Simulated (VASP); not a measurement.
# C in VASP: notebook

Runs on C. Level: PBE+D3(BJ). Tasks: single point, relaxation of the atoms.

All numbers are computed with VASP 6.6.1; they aren't measurements. Logs are shortened: lines on timing, memory, paths and dates and some standing lists are left out, and cuts for length are marked.

## (1) The cell of the first run

The cell holds a slab with vacuum, 2 atoms: a = 2.589 Å, b = 2.497 Å, c = 26.002 Å, α = 90.00°, β = 90.00°, γ = 58.78°.

## (2) Single point, PBE+D3(BJ) (strain along x +0.050, then relaxed in part)

INCAR reads:

```
SYSTEM = C
  PREC = Accurate
  ENCUT = 520
  EDIFF = 1E-7
  ISMEAR = 0
  SIGMA = 0.1
  LREAL = .False.
  LASPH = .True.
  NELM = 80
  ALGO = Normal
  ISIF = 2
  LWAVE = .False.
  LCHARG = .True.
  LDIPOL = .True.
  IDIPOL = 3
  DIPOL = 0.5 0.5 0.500
  GGA = PE
  IVDW = 12
  LELF = .True.
  LVHAR = .True.
  LVACPOTAV = .True.
  NBANDS = 11
```

KPOINTS reads:

```
Automatic mesh
0
Gamma
  21 21 1
  0 0 0
```

POSCAR reads:

```
C
1.0
    2.5889811910     -0.0000084989      0.0000000000
    1.2944976053      2.1353511387      0.0000000000
    0.0000000000      0.0000000000     26.0015393183
C
2
Direct
    0.1648520538      0.1671664042      0.5000000000
    0.4997282874      0.4974139370      0.5000000000
```

Potentials or basis: VASP PAW PBE potentials, release 64 (C).

The run is started by

```console
cat potpaw_PBE.64/C/POTCAR > POTCAR
mpirun -np 1 vasp_std > vasp.out
```

OUTCAR:

```text
SYSTEM = C
   PREC = Accurate
   ENCUT = 520
   EDIFF = 1E-7
   ISMEAR = 0
   LREAL = .False.
   LASPH = .True.
   NELM = 80
   ISIF = 2
   GGA = PE
   IVDW = 12
 IVDW          = 12

 ion  position               nearest neighbor table
   1  0.165  0.167  0.500-   2 1.43   2 1.47   2 1.47
   2  0.500  0.497  0.500-   1 1.43   1 1.47   1 1.47

  LATTYP: Found a base centered orthorhombic cell.
 ALAT       =     2.5889811910
 B/A-ratio  =     1.6495719595
 C/A-ratio  =    10.0431549710

  Lattice vectors:

 A1 = (   1.2944835857,  -2.1353596376,   0.0000000000)
 A2 = (   1.2944976053,   2.1353511387,   0.0000000000)
 A3 = (   0.0000000000,   0.0000000000,  26.0015393183)

Analysis of symmetry for initial positions (statically):
=====================================================================
 Subroutine PRICEL returns:
 Original cell was already a primitive cell.

 Routine SETGRP: Setting up the symmetry group for a
 base centered orthorhombic supercell.

 Subroutine GETGRP returns: Found  8 space group operations
 (whereof  2 operations were pure point group operations)
 out of a pool of  8 trial point group operations.

The static configuration has the point symmetry C_1h.
 The point group associated with its full space group is D_2h.

Analysis of symmetry for dynamics (positions and initial velocities):
=====================================================================
 Subroutine PRICEL returns:
 Original cell was already a primitive cell.

 Routine SETGRP: Setting up the symmetry group for a
 base centered orthorhombic supercell.

 Subroutine GETGRP returns: Found  8 space group operations
 (whereof  2 operations were pure point group operations)
 out of a pool of  8 trial point group operations.

The dynamic configuration has the point symmetry C_1h.
 The point group associated with its full space group is D_2h.

 Subroutine INISYM returns: Found  8 space group operations
 (whereof  2 operations are pure point group operations),
 and found     1 'primitive' translations

----------------------------------------------------------------------------------------

                                     Primitive cell

  volume of cell :     143.7468

  direct lattice vectors                    reciprocal lattice vectors
     2.588981191 -0.000008499  0.000000000     0.386251555 -0.234154329  0.000000000
     1.294497605  2.135351139  0.000000000     0.000001537  0.468306122  0.000000000
     0.000000000  0.000000000 26.001539318     0.000000000  0.000000000  0.038459261

[... 99 lines left out ...]
   EFERMI_NEDOS =   21; number of points for ismear=-14 and -15
   IALGO  =     38    algorithm
   IMIX   =      4    mixing-type and parameters
     AMIX     =   0.40;   BMIX     =  1.00
     AMIX_MAG =   1.60;   BMIX_MAG =  1.00
  volume/ion in A,a.u.               =      71.87       485.03
  Fermi-wavevector in a.u.,A,eV,Ry     =   0.625037  1.181148  5.315398  0.390671
  Thomas-Fermi vector in A             =   1.685802
   LORBIT       =      0    0 simple, 1 ext, 2 COOP (PROOUT), +10 PAW based schemes
   GGA     = PE    functional components
   LHFCALC =     F    Hartree Fock is set to
   AEXX    =    0.0000 exact exchange contribution
   IVDW    =    12    specifies the selected vdW correction
   LEPSILON=     F    determine dielectric tensor
   LRPA    =     F    only Hartree local field effects (RPA)
 non-spin polarized calculation
 Gauss-broadening in eV      SIGMA  =   0.10
  energy-cutoff  :      520.00
  volume of cell :      143.75
 maximum number of plane-waves:      3900
   NGX =  9   NGY =  9   NGZ = 97

 dipolmoment           0.000000      0.000000      0.000000 electrons x Angstroem

 number of electron       8.0000000 magnetization

 dipolmoment           0.000000      0.000000     -0.000000 electrons x Angstroem

 Free energy of the ion-electron system (eV)
  ---------------------------------------------------
  ext. energy  EPLUGINS =         0.00000000
  ---------------------------------------------------
  free energy    TOTEN  =       -18.32655525 eV

  energy without entropy =      -18.32655479  energy(sigma->0) =      -18.32655502

 E-fermi :  -3.3151     XC(G=0):  -1.6516

 val. band max:       -3.5800342452   @ k =  -0.3333   0.3333   0.0000
 cond. band min:      -3.0501124209   @ k =  -0.3333   0.3333   0.0000
 fundamental gap:      0.5299218244
 Fermi energy:        -3.3150741053

 k-point     1 :       0.0000    0.0000    0.0000
  band No.  band energies     occupation
      1     -22.2691      2.00000
      2     -10.4599      2.00000
      3      -6.5280      2.00000
      4      -6.2356      2.00000
      5       0.1602      0.00000
      6       0.9180      0.00000
      7       1.1940      0.00000
      8       1.6591      0.00000
      9       1.9426      0.00000
     10       2.8490      0.00000
     11       3.2480      0.00000
[... 309 lines left out ...]
 k-point    24 :      -0.3810    0.0476    0.0000
  band No.  band energies     occupation
      1     -18.7141      2.00000
      2     -14.5827      2.00000
      3      -9.2130      2.00000
      4      -6.5519      2.00000
      5      -0.5104      0.00000
      6       4.2344      0.00000
      7       5.1323      0.00000
      8       5.9458      0.00000
      9       6.3148      0.00000
     10       6.7413      0.00000
     11       7.0341      0.00000

 [... further k-points ...]

------------------------ aborting loop because EDIFF is reached ----------------------------------------

 vacuum level on the upper side and lower side of the slab       (xc-potential included)        -0.088        -0.088

 Edisp (eV)   -0.17296

 E8    (eV) :    -0.0542

  FORCE on cell =-STRESS in cart. coord.  units (eV):
  Direction    XX          YY          ZZ          XY          YZ          ZX
  --------------------------------------------------------------------------------------
  -------------------------------------------------------------------------------------
  Total      -5.26304    -0.89881    -0.00988     0.00001     0.00000     0.00000
  in kB     -58.66099   -10.01800    -0.11008     0.00016     0.00000     0.00000
  external pressure =      -22.93 kB  Pullay stress =        0.00 kB

 VOLUME and BASIS-vectors are now :
 -----------------------------------------------------------------------------
  energy-cutoff  :      520.00
  volume of cell :      143.75
      direct lattice vectors                 reciprocal lattice vectors
     2.588981191 -0.000008499  0.000000000     0.386251555 -0.234154329  0.000000000
     1.294497605  2.135351139  0.000000000     0.000001537  0.468306122  0.000000000
     0.000000000  0.000000000 26.001539318     0.000000000  0.000000000  0.038459261

 POSITION                                       TOTAL-FORCE (eV/Angst)
 -----------------------------------------------------------------------------------
      0.64320      0.35696     13.00077         0.000000      0.004268      0.000000
      1.93769      1.06215     13.00077        -0.000000     -0.004268      0.000000
 -----------------------------------------------------------------------------------
    total drift:                               -0.000001     -0.000013     -0.000000

  FREE ENERGIE OF THE ION-ELECTRON SYSTEM (eV)
  ---------------------------------------------------
  free  energy   TOTEN  =       -18.4995146129 eV

  energy  without entropy=      -18.4995141557  energy(sigma->0) =      -18.49951438

 vacuum level on the upper side and lower side of the slab         1.126         1.126
```

OSZICAR:

```text
N       E                     dE             d eps       ncg     rms          rms(c)
DAV:   1     0.596880663749E+02    0.59688E+02   -0.30257E+03  2734   0.506E+02
DAV:   2    -0.133879011084E+02   -0.73076E+02   -0.60072E+02  3926   0.106E+02
DAV:   3    -0.192840068698E+02   -0.58961E+01   -0.58884E+01  3892   0.422E+01
[... 14 lines left out ...]
DAV:  18    -0.183265513508E+02   -0.25612E-05   -0.13064E-08  3241   0.681E-04    0.317E-04
DAV:  19    -0.183265546380E+02   -0.32871E-05   -0.52076E-08  2888   0.855E-04    0.236E-04
DAV:  20    -0.183265549421E+02   -0.30412E-06   -0.22407E-09  3457   0.264E-04    0.121E-04
DAV:  21    -0.183265552298E+02   -0.28770E-06   -0.30277E-09  3057   0.209E-04    0.277E-05
DAV:  22    -0.183265552508E+02   -0.21013E-07   -0.30944E-11  3444   0.334E-05
   1 F= -.18499515E+02 E0= -.18499514E+02  d E =-.457207E-06
```

stdout:

```text
POSCAR found type information on POSCAR C
 POSCAR found :  1 types and       2 ions
 scaLAPACK will be used
 LDA part: xc-table for (Slater+PW92), standard interpolation
 POSCAR, INCAR and KPOINTS ok, starting setup
 FFT: planning ... GRIDC
 FFT: planning ... GRID_SOFT
 FFT: planning ... GRID
 WAVECAR not read
 entering main loop
```

Wall time 13 min (1 thread of Intel Xeon 8259CL, shared host); peak memory 0.36 GiB.

Results:

```yaml
Free_energy: -18.4995 eV
Largest_force: 0.004 eV/Å
Dispersion_energy_per_atom: -0.086 eV
Ionisation_potential_of_the_upper_face: 4.71 eV
```

Forces on the atoms (eV/Å):
```
C    0.000  0.004  0.000
C    0.000 -0.004  0.000
```

Caveat: the cell differs from its parent crystal (strain along x +0.050, then relaxed in part).

## (3) Single point, PBE+D3(BJ) (strain along y +0.050, then relaxed in part)

INCAR reads:

```
SYSTEM = C
ALGO     = Normal         ! electronic algorithm
DIPOL    = 0.5 0.5 0.500
EDIFF    = 1E-7           ! SCF threshold, eV
ENCUT    = 520            ! plane-wave cutoff, eV
GGA      = PE             ! functional
IDIPOL   = 3            
ISIF     = 2              ! what is computed and relaxed
ISMEAR   = 0              ! smearing method
IVDW     = 12             ! dispersion correction
LASPH    = .True.         ! aspherical terms in the spheres
LCHARG   = .False.        ! write CHGCAR
LDIPOL   = .True.       
LREAL    = .False.        ! projectors in reciprocal space
LWAVE    = .False.        ! write WAVECAR
NBANDS   = 11             ! bands
NELM     = 80             ! most SCF steps
PREC     = Accurate       ! precision mode
SIGMA    = 0.1            ! smearing width, eV
```

KPOINTS reads:

```
k-points
0
Gamma
  21 21 1
  0 0 0
```

POSCAR reads:

```
C
1.0
    2.4656963724     -0.0000080641      0.0000000000
    1.2328555191      2.2421191255      0.0000000000
    0.0000000000      0.0000000000     26.0015393183
C
2
Direct
    0.1661219905      0.1646265308      0.5000000000
    0.4984583507      0.4999538104      0.5000000000
```

Potentials or basis: VASP PAW PBE potentials, release 64 (C).

The run is started by

```console
cat potpaw_PBE.64/C/POTCAR > POTCAR
mpirun -np 1 vasp_std > vasp.out
```

Wall time 12 min (1 thread of Intel Xeon 8259CL, shared host); peak memory 0.35 GiB.

The run converged. Its results:

```
Free energy                : -18.4986 eV
Largest force              : 0.007 eV/Å
Dispersion energy per atom : -0.086 eV
```

Forces on the atoms (eV/Å):
```
C    0.000 -0.007  0.000
C    0.000  0.007  0.000
```

Caveat: the cell differs from its parent crystal (strain along y +0.050, then relaxed in part).

## (4) Relaxation of the atoms, PBE+D3(BJ) (strain along x +0.020)

INCAR reads:

```
ALGO     = Normal         # electronic algorithm
DIPOL    = 0.5 0.5 0.500
EDIFF    = 1E-7           # SCF threshold, eV
EDIFFG   = -0.01          # ionic threshold
ENCUT    = 520            # plane-wave cutoff, eV
GGA      = PE             # functional
IBRION   = 2              # ionic algorithm
IDIPOL   = 3            
ISIF     = 2              # what is computed and relaxed
ISMEAR   = 0              # smearing method
IVDW     = 12             # dispersion correction
LASPH    = T              # aspherical terms in the spheres
LCHARG   = F              # write CHGCAR
LDIPOL   = T            
LREAL    = F              # projectors in reciprocal space
LWAVE    = F              # write WAVECAR
NELM     = 80             # most SCF steps
NSW      = 60             # ionic steps
PREC     = Accurate       # precision mode
SIGMA    = 0.1            # smearing width, eV
```

KPOINTS reads:

```
k-points
0
Gamma
  21 21 1
```

POSCAR reads:

```
C
1.0
    2.5150102998     -0.0000077612      0.0000000000
    1.2575125505      2.1353515076      0.0000000000
    0.0000000000      0.0000000000     26.0015393183
C
2
Direct
    0.1656234911      0.1656234911      0.5000002658
    0.4989568501      0.4989568501      0.4999997342
```

The run is started by

```console
cat potpaw_PBE.64/C/POTCAR > POTCAR
mpirun -np 1 vasp_std > vasp.out
```

Wall time 8.9 min (1 thread of Oxide Virtual Turin-like, shared host); peak memory 0.3 GiB.

The run converged. Its results:

| Property | Result |
| --- | --- |
| Free energy | -18.6076 eV |
| Energy gained by relaxing | 0.1 meV/atom |
| Ionic steps | 3 |
| Dispersion energy per atom | -0.088 eV |

The path:
```csv
step,energy change (eV),largest force (eV/Å),pressure (GPa)
1,0.0000,0.1544,-0.97
2,0.0032,0.5765,-0.99
3,-0.0002,0.0003,-0.98
```

Final structure:
```
CELL_PARAMETERS angstrom
2.51501 -0.00001 0.00000
1.25751 2.13535 0.00000
0.00000 0.00000 26.00154
ATOMIC_POSITIONS crystal
C 0.16527 0.16633 0.50000
C 0.49931 0.49825 0.50000
```

Caveat: the cell differs from its parent crystal (strain along x +0.020).

## (5) Relaxation of the atoms, PBE+D3(BJ) (strain along x +0.050)

INCAR reads:

```
SYSTEM = C
PREC     = Accurate       ! precision mode
ENCUT    = 520            ! plane-wave cutoff, eV
EDIFF    = 1E-6           ! SCF threshold, eV
ISMEAR   = 0              ! smearing method
SIGMA    = 0.1            ! smearing width, eV
LREAL    = .False.        ! projectors in reciprocal space
LASPH    = .True.         ! aspherical terms in the spheres
NELM     = 100            ! most SCF steps
ALGO     = Normal         ! electronic algorithm
ISIF     = 2              ! what is computed and relaxed
LWAVE    = .False.        ! write WAVECAR
LCHARG   = .False.        ! write CHGCAR
LDIPOL   = .True.       
IDIPOL   = 3            
DIPOL    = 0.5 0.5 0.500
GGA      = PE             ! functional
IVDW     = 12             ! dispersion correction
IBRION   = 2              ! ionic algorithm
NSW      = 60             ! ionic steps
EDIFFG   = -0.01          ! ionic threshold
```

KPOINTS reads:

```
Automatic mesh
0
Gamma
  21 21 1
  0 0 0
```

POSCAR reads:

```
C
1.0
    2.5889811910     -0.0000077612      0.0000000000
    1.2944982138      2.1353515076      0.0000000000
    0.0000000000      0.0000000000     26.0015393183
C
2
Direct
    0.1656234911      0.1656234911      0.5000002658
    0.4989568501      0.4989568501      0.4999997342
```

The run is started by

```console
cat potpaw_PBE.64/C/POTCAR > POTCAR
mpirun -np 1 vasp_std > vasp.out
```

Wall time 8.3 min (1 thread of Oxide Virtual Turin-like, shared host); peak memory 0.31 GiB.

The run converged. Its results:

* Free energy: -18.4995 eV
* Energy gained by relaxing: 0.5 meV/atom
* Ionic steps: 3
* Dispersion energy per atom: -0.086 eV

The path:
| step | energy change (eV) | largest force (eV/Å) | pressure (GPa) |
| --- | --- | --- | --- |
| 1 | 0.0000 | 0.3238 | -2.27 |
| 2 | 0.0131 | 1.1412 | -2.35 |
| 3 | -0.0011 | 0.0012 | -2.29 |

Final structure:
```xyz
2
Lattice="2.5890 0.0000 0.0000 1.2945 2.1354 0.0000 0.0000 0.0000 26.0015" Properties=species:S:1:pos:R:3 pbc="T T T"
C     0.6432    0.3570   13.0008
C     1.9377    1.0621   13.0008
```

Caveat: the cell differs from its parent crystal (strain along x +0.050).
